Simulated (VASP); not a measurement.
**Mo2PdS4: single point with PBE**

Mo2PdS4:

```
CELL_PARAMETERS angstrom
0.00000 3.31114 0.00000
3.73317 -1.65557 5.21590
2.88052 0.00000 -5.21590
ATOMIC_POSITIONS crystal
Pd 0.00000 0.00000 0.00000
S 0.36220 0.72440 0.02280
S 0.63780 0.27560 0.97720
S 0.10450 0.20900 0.44110
S 0.89550 0.79100 0.55890
Mo 0.25690 0.51380 0.30950
Mo 0.74310 0.48620 0.69050
```

- Program: VASP 6.6.1
- Task: single point
- Functional: PBE
- Potentials or basis: VASP PAW PBE potentials, release 64 (Pd, S, Mo_sv)
- Cutoff: 520 eV
- k mesh: 6 × 6 × 4
- Occupations: fermi-dirac, width 0.1 eV
- Spin: no spin polarisation
- Dipole correction: no
- Further INCAR settings: ALGO = Normal; EDIFF = 1e-07; NBANDS = 40; ISYM = 0

The pressure is 2.5 GPa, the largest force is 0.976 eV/Å and the band gap on the k mesh is zero (bands 31 and 32 overlap by 1.00 eV).

Forces on the atoms (eV/Å):
```
Pd   0.000  0.000  0.000
S   -0.648  0.000 -0.730
S    0.648  0.000  0.730
S    0.836  0.000 -0.284
S   -0.836  0.000  0.284
Mo   0.583  0.000 -0.469
Mo  -0.583  0.000  0.469
```

Stress tensor (GPa, compression positive):
```
 5.61  0.00  1.30
 0.00 -0.61  0.00
 1.30  0.00  2.37
```

Levels at points of the mesh, in eV from the Fermi level:
| k point | band 28 | band 29 | band 30 | band 31 | band 32 | band 33 | band 34 | band 35 |
| --- | --- | --- | --- | --- | --- | --- | --- | --- |
| (0.00, 0.00, 0.00) | -1.33 | -1.32 | -1.31 | -0.38 | -0.14 | 0.82 | 1.01 | 1.36 |
| (0.50, 0.00, 0.00) | -1.81 | -1.67 | -1.53 | -0.02 | 1.10 | 1.23 | 1.39 | 1.55 |
| (0.50, 0.50, 0.00) | -1.81 | -1.67 | -1.53 | -0.02 | 1.10 | 1.23 | 1.39 | 1.55 |
| (0.00, 0.50, 0.00) | -1.64 | -0.98 | -0.64 | -0.14 | 0.13 | 0.37 | 1.50 | 1.81 |
| (0.00, 0.00, 0.50) | -1.29 | -1.17 | -1.07 | -0.70 | -0.44 | 0.08 | 1.43 | 1.56 |
| (0.50, 0.00, 0.50) | -2.01 | -1.81 | -0.53 | 0.51 | 0.94 | 1.13 | 1.57 | 2.06 |
| (0.50, 0.50, 0.50) | -2.01 | -1.81 | -0.53 | 0.51 | 0.94 | 1.13 | 1.57 | 2.06 |
| (0.00, 0.50, 0.50) | -2.16 | -0.98 | -0.59 | -0.11 | 0.09 | 0.96 | 1.22 | 1.65 |

Wall time 12 min on 1 thread of Intel Xeon 8259CL, with other jobs on the host, peak memory 0.46 GiB.

Caveat: the stress differs along the axes, from -1 to 6 GPa.
